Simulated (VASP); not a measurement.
# Ti3AlB3 (P4mm) in VASP: single point with PBE

Aim: the single point of Ti3AlB3 with PBE.

Program: VASP 6.6.1. These are calculated values, not measurements. Logs are shortened: lines on timing, memory, paths and dates and some standing lists are left out, and cuts for length are marked.

**1. The cell of the first run**

It takes space group P4mm (No. 99, tetragonal). Conventional cell: a = 3.474 Å, b = 3.474 Å, c = 7.444 Å, α = 90.00°, β = 90.00°, γ = 90.00°. Ti (site symmetry 2mm) has 2 B at 2.37 Å and 6 Ti at 2.46 to 2.88 Å and 2 Al at 2.91 Å within 3.1 Å. Within 3.0 Å of Ti (site symmetry 4mm) lie 8 B at 2.25 to 2.55 Å and 1 Al at 2.81 Å and 4 Ti at 2.88 Å. Within 3.0 Å of Al (site symmetry 4mm) lie 4 B at 2.22 Å and 5 Ti at 2.81 to 2.91 Å. B (site symmetry 2mm) has 2 Al at 2.22 Å and 2 Ti at 2.25 Å and 6 B at 2.46 to 2.73 Å within 2.9 Å. Within 3.1 Å of B (site symmetry 4mm) lie 8 Ti at 2.37 to 2.55 Å and 4 B at 2.73 Å.

The cell was generated, and may not be a known phase.

**2. Single point, PBE**

The input, INCAR:

```
SYSTEM = Ti3AlB3
ALGO = Normal ; EDIFF = 1E-6
ENCUT = 500 ; GGA = PE
GGA_COMPAT = .False. ; ISIF = 2
ISMEAR = 0 ; LASPH = .True.
LCHARG = .True. ; LELF = .True.
LREAL = .False. ; LVHAR = .True.
LWAVE = .False. ; NBANDS = 33
NELM = 120 ; PREC = Accurate
SIGMA = 0.2
```

The input, KPOINTS:

```
k-points
0
Gamma
  4 4 3
  0 0 0
```

The input, POSCAR:

```
Ti3AlB3
1.0
    3.4738702713      0.0000000000      0.0000000000
    0.0000000000      3.4738702713      0.0000000000
    0.0000000000      0.0000000000      7.4442674660
Ti Al B
3 1 3
Direct
    0.5000000000      0.0000000000      0.0888440967
    0.0000000000      0.5000000000      0.0888440967
    0.5000000000      0.5000000000      0.3976031597
    0.5000000000      0.5000000000      0.7755832413
    0.5000000000      0.0000000000      0.5889666355
    0.0000000000      0.5000000000      0.5889666355
    0.0000000000      0.0000000000      0.3054599446
```

Potentials or basis: VASP PAW PBE potentials, release 64 (Ti_sv, Al, B).

Launch:

```console
> cat potpaw_PBE.64/Ti_sv/POTCAR potpaw_PBE.64/Al/POTCAR potpaw_PBE.64/B/POTCAR > POTCAR
> mpirun -np 1 vasp_std > vasp.out
```

OUTCAR:

```text
SYSTEM = Ti3AlB3
   EDIFF = 1E-6
   ENCUT = 500
   GGA = PE
   ISIF = 2
   ISMEAR = 0
   LASPH = .True.
   LREAL = .False.
   NELM = 120
   PREC = Accurate

 ion  position               nearest neighbor table
   1  0.500  0.000  0.089-   7 2.37   7 2.37   2 2.46   2 2.46   2 2.46   2 2.46   3 2.88   3 2.88
                             4 2.91   4 2.91
   2  0.000  0.500  0.089-   7 2.37   7 2.37   1 2.46   1 2.46   1 2.46   1 2.46   3 2.88   3 2.88
                             4 2.91   4 2.91
   3  0.500  0.500  0.398-   5 2.25   6 2.25   5 2.25   6 2.25   4 2.81   1 2.88   2 2.88   2 2.88
                             1 2.88
   4  0.500  0.500  0.776-   5 2.22   6 2.22   5 2.22   6 2.22   3 2.81   1 2.91   2 2.91   2 2.91
                             1 2.91
   5  0.500  0.000  0.589-   4 2.22   4 2.22   3 2.25   3 2.25
   6  0.000  0.500  0.589-   4 2.22   4 2.22   3 2.25   3 2.25
   7  0.000  0.000  0.305-   1 2.37   2 2.37   2 2.37   1 2.37

  LATTYP: Found a simple tetragonal cell.
 ALAT       =     3.4738702713
 C/A-ratio  =     2.1429319130

  Lattice vectors:

 A1 = (   3.4738702713,   0.0000000000,   0.0000000000)
 A2 = (   0.0000000000,   3.4738702713,   0.0000000000)
 A3 = (   0.0000000000,   0.0000000000,   7.4442674660)

Analysis of symmetry for initial positions (statically):
=====================================================================
 Subroutine PRICEL returns:
 Original cell was already a primitive cell.

 Routine SETGRP: Setting up the symmetry group for a
 simple tetragonal supercell.

 Subroutine GETGRP returns: Found  8 space group operations
 (whereof  8 operations were pure point group operations)
 out of a pool of 16 trial point group operations.

The static configuration has the point symmetry C_4v.

Analysis of symmetry for dynamics (positions and initial velocities):
=====================================================================
 Subroutine PRICEL returns:
 Original cell was already a primitive cell.

 Routine SETGRP: Setting up the symmetry group for a
 simple tetragonal supercell.

 Subroutine GETGRP returns: Found  8 space group operations
 (whereof  8 operations were pure point group operations)
 out of a pool of 16 trial point group operations.

The dynamic configuration has the point symmetry C_4v.

 Subroutine INISYM returns: Found  8 space group operations
 (whereof  8 operations are pure point group operations),
 and found     1 'primitive' translations

[... 97 lines left out ...]
   ISIF   =      2    stress and relaxation
   ISYM   =      2    0-nonsym 1-usesym 2-fastsym
   POTIM  = 0.5000    time-step for ionic-motion
   TEBEG  =    0.0;   TEEND  =   0.0 temperature during run
   PSTRESS=    0.0 pullay stress
   NELECT =      48.0000    total number of electrons
   NUPDOWN=      -1.0000    fix difference up-down
   EMIN   =  10.00;   EMAX   =-10.00  energy-range for DOS
   EFERMI =   0.00;   METHOD = LEGACY
   ISMEAR =     0;   SIGMA  =   0.20  broadening in eV -4-tet -1-fermi 0-gaus
   EFERMI_NEDOS =   21; number of points for ismear=-14 and -15
   IALGO  =     38    algorithm
   IMIX   =      4    mixing-type and parameters
     AMIX     =   0.40;   BMIX     =  1.00
     AMIX_MAG =   1.60;   BMIX_MAG =  1.00
  volume/ion in A,a.u.               =      12.83        86.61
  Fermi-wavevector in a.u.,A,eV,Ry     =   1.328431  2.510370 24.010579  1.764728
  Thomas-Fermi vector in A             =   2.457669
   LORBIT       =      0    0 simple, 1 ext, 2 COOP (PROOUT), +10 PAW based schemes
   GGA     = PE    functional components
   LHFCALC =     F    Hartree Fock is set to
   AEXX    =    0.0000 exact exchange contribution
   IVDW    =     0    specifies the selected vdW correction
   LEPSILON=     F    determine dielectric tensor
   LRPA    =     F    only Hartree local field effects (RPA)
 non-spin polarized calculation
 Gauss-broadening in eV      SIGMA  =   0.20
  energy-cutoff  :      500.00
  volume of cell :       89.84
 maximum number of plane-waves:      2312
 NGX is ok and might be reduce to    28
   NGX = 13   NGY = 13   NGZ = 27

 number of electron      47.9999984 magnetization

 Free energy of the ion-electron system (eV)
  ---------------------------------------------------
  ext. energy  EPLUGINS =         0.00000000
  ---------------------------------------------------
  free energy    TOTEN  =       -45.03223607 eV

  energy without entropy =      -44.97865179  energy(sigma->0) =      -45.00544393

 E-fermi :   7.4504     XC(G=0): -11.3250

 val. band max:        7.4050841700   @ k =   0.2500   0.2500   0.0000
 cond. band min:       7.5532745627   @ k =   0.0000   0.0000   0.3333
 fundamental gap:      0.1481903927
 Fermi energy:         7.4503837776

 k-point     1 :       0.0000    0.0000    0.0000
  band No.  band energies     occupation
      1     -48.9053      2.00000
      2     -48.7740      2.00000
      3     -48.3907      2.00000
      4     -25.5999      2.00000
      5     -25.5999      2.00000
      6     -25.2909      2.00000
[... 421 lines left out ...]
     32      10.1197      0.00000
     33      10.5514      0.00000

------------------------ aborting loop because EDIFF is reached ----------------------------------------

  FORCE on cell =-STRESS in cart. coord.  units (eV):
  Direction    XX          YY          ZZ          XY          YZ          ZX
  --------------------------------------------------------------------------------------
  -------------------------------------------------------------------------------------
  Total        0.0938421      0.0938421      0.1146159      0.0000000      0.0000000      0.0000000
  in kB        1.6736289      1.6736289      2.0441194      0.0000000      0.0000000      0.0000000
  external PRESSURE =       1.7971258 kB  Pullay stress =       0.0000000 kB

 VOLUME and BASIS-vectors are now :
 -----------------------------------------------------------------------------
  energy-cutoff  :      500.00
  volume of cell :       89.84
      direct lattice vectors                 reciprocal lattice vectors
     3.473870271  0.000000000  0.000000000     0.287863369  0.000000000  0.000000000
     0.000000000  3.473870271  0.000000000     0.000000000  0.287863369  0.000000000
     0.000000000  0.000000000  7.444267466     0.000000000  0.000000000  0.134331552

 POSITION                                       TOTAL-FORCE (eV/Angst)
 -----------------------------------------------------------------------------------
      1.73694      0.00000      0.66138        -0.000000      0.000000     -0.020136
      0.00000      1.73694      0.66138         0.000000     -0.000000     -0.020136
      1.73694      1.73694      2.95986         0.000000      0.000000     -0.032018
      1.73694      1.73694      5.77365         0.000000     -0.000000      0.009409
      1.73694      0.00000      4.38443         0.000000      0.000000      0.014032
      0.00000      1.73694      4.38443         0.000000      0.000000      0.014032
      0.00000      0.00000      2.27393         0.000000      0.000000      0.034818
 -----------------------------------------------------------------------------------
    total drift:                                0.000000      0.000000      0.001143

  FREE ENERGIE OF THE ION-ELECTRON SYSTEM (eV)
  ---------------------------------------------------
  free  energy   TOTEN  =       -45.0322360654 eV

  energy  without entropy=      -44.9786517936  energy(sigma->0) =      -45.00544393
```

It took 38 s on 1 thread of Intel Xeon Platinum 8375C at 2.90GHz (Ice Lake), shared host; peak memory 0.2 GiB.

What came out:

```yaml
Free_energy: -45.0322 eV
Pressure: 0.2 GPa
Largest_force: 0.035 eV/Å
Band_gap_on_the_k_mesh: zero (bands 24 and 25 overlap by 0.65 eV)
```

Forces in eV/Å, atoms in the order of the input:
```
Ti   0.000  0.000 -0.020
Ti   0.000  0.000 -0.020
Ti   0.000  0.000 -0.032
Al   0.000  0.000  0.009
B    0.000  0.000  0.014
B    0.000  0.000  0.014
B    0.000  0.000  0.035
```

Caveat: the k points lie up to 0.45 Å⁻¹ apart, too coarse for converged energies and pressures of a metal.

The gap in the log of VASP goes by the Fermi energy; the results here count the filled bands.